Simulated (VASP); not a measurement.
A run of VASP 6.6.1 is set up as follows.

File INCAR:

```
SYSTEM = ZnGe2N
PREC = Accurate ; ENCUT = 520
EDIFF = 1E-6 ; ISMEAR = 0
SIGMA = 0.1 ; LREAL = .FALSE.
LASPH = .TRUE. ; NELM = 80
ALGO = Normal ; ISIF = 2
LWAVE = .FALSE. ; LCHARG = .FALSE.
GGA = PE ; NBANDS = 30
```

KPOINTS

```
regular mesh
0
G
  6 6 4
  0 0 0
```

File POSCAR:

```
ZnGe2N
1.0
    2.8609179885      0.0000000000      0.0000000000
    0.0000000000      4.0219273383      0.0000000000
    0.0000000000      0.0000000000      6.1618580565
Zn Ge N
1 2 1
Direct
    0.0000000000      0.0000000000      0.0000000000
    0.0000000000      0.5000000000      0.2686001106
    0.0000000000      0.5000000000      0.7313998894
    0.5000000000      0.5000000000      0.5000000000
```

Potentials or basis: VASP PAW PBE potentials, release 64 (Zn, Ge_d, N).

The run is started by

```bash
$ cat potpaw_PBE.64/Zn/POTCAR potpaw_PBE.64/Ge_d/POTCAR potpaw_PBE.64/N/POTCAR > POTCAR
$ mpirun -np 1 vasp_std > vasp.out
```

Question: Estimate the pressure.

Answer: -0.1 GPa.

Question: Estimate the band gap on the k mesh.

Answer: Zero (an odd number of electrons rules out a gap without spin polarisation).

Question: Estimate the largest force.

Answer: 0.006 eV/Å.

Stress tensor (GPa, compression positive):
```
 0.03  0.00  0.00
 0.00  0.07  0.00
 0.00  0.00 -0.30
```

Caveat: the k points lie up to 0.37 Å⁻¹ apart, too coarse for converged energies and pressures of a metal; an odd number of electrons without spin polarisation forces a metal; a magnetic or distorted state may lie lower.
